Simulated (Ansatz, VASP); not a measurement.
## One calculation of Sb, two programs

The input POSCAR:

```
Sb
1.0
    3.0883753545      0.0000000000      0.0000000000
    0.0000000000      3.0883753545      0.0000000000
    0.0000000000      0.0000000000      3.0883753545
Sb
1
Direct
    0.0000000000      0.0000000000      0.0000000000
```

Contents of INCAR.step1:

```
  PREC = Accurate
  ENCUT = 600
  ISMEAR = -1
  SIGMA = 0.15
  LREAL = F
  LASPH = T
  NELM = 80
  GGA = PE
  ALGO = Normal
  EDIFF = 1E-4
  LWAVE = T
  LCHARG = F
```

Contents of INCAR.step2:

```
  PREC = Accurate
  ENCUT = 600
  EDIFF = 1E-6
  ISMEAR = -1
  SIGMA = 0.15
  LREAL = F
  LASPH = T
  NELM = 80
  ALGO = Normal
  ISIF = 3
  LWAVE = F
  LCHARG = F
  METAGGA = R2SCAN
  LMIXTAU = T
  IBRION = 2
  NSW = 80
  EDIFFG = -0.001
  ISTART = 1
```

File KPOINTS:

```
regular mesh
0
Gamma
  14 14 14
```

Input for Ansatz:

```yaml
crystal:
  lattice:
    - [3.0883753545, 0.0, 0.0]
    - [0.0, 3.0883753545, 0.0]
    - [0.0, 0.0, 3.0883753545]
  atoms:
    - { symbol: Sb, position: [0.0, 0.0, 0.0] }
basis:
  ecutwfc: 500
kpoints:
  mp_grid: { grid: [14, 14, 14] }
hamiltonian:
  xc: r2scan
  pseudopotentials: { kind: paw, azcp: { folder: soft_1 } }
scf:
  occupations: { method: fermi_dirac, width: 0.15 }
output:
  forces: true
  stress: true
  eigenvalues: true
relax:
  adjacent_minimum: "off"
  f_tol: 0.001
  max_steps: 60
  cell: { stress_tol: 0.01 }
```

Alike in both runs: task relaxation of cell and atoms; functional r2SCAN; k mesh 14 × 14 × 14; occupations fermi-dirac, width 0.15 eV; no spin polarisation.

|  | VASP | Ansatz |
| --- | --- | --- |
| version | VASP 6.6.1 | Ansatz 0.2.0 |
| potentials or method | VASP PAW PBE potentials, release 64 (Sb), cutoff 600 eV | scalar-relativistic, plane waves, PAW |
| valence electrons in the cell | 5 | 15 |

VASP gave:

- gap on the k mesh at the Fermi level, each at its own relaxed structure (eV): none
- relaxed volume (Å³/atom): 29.47
- relaxed cell length with the largest relative difference (Å): 3.089

Problem. What did Ansatz give for the same quantities?

Solution. gap on the k mesh at the Fermi level, each at its own relaxed structure (eV): none; relaxed volume (Å³/atom): 29.48; relaxed cell length with the largest relative difference (Å): 3.089.

VASP's potentials were made for PBE, not for r2SCAN. A gap of «none» marks a metal or a gap that the smearing closes. VASP's potentials hold 5 valence electrons a cell and Ansatz's 15, so a difference there can come from the potentials and not from the codes.

Spin-orbit coupling is off throughout.
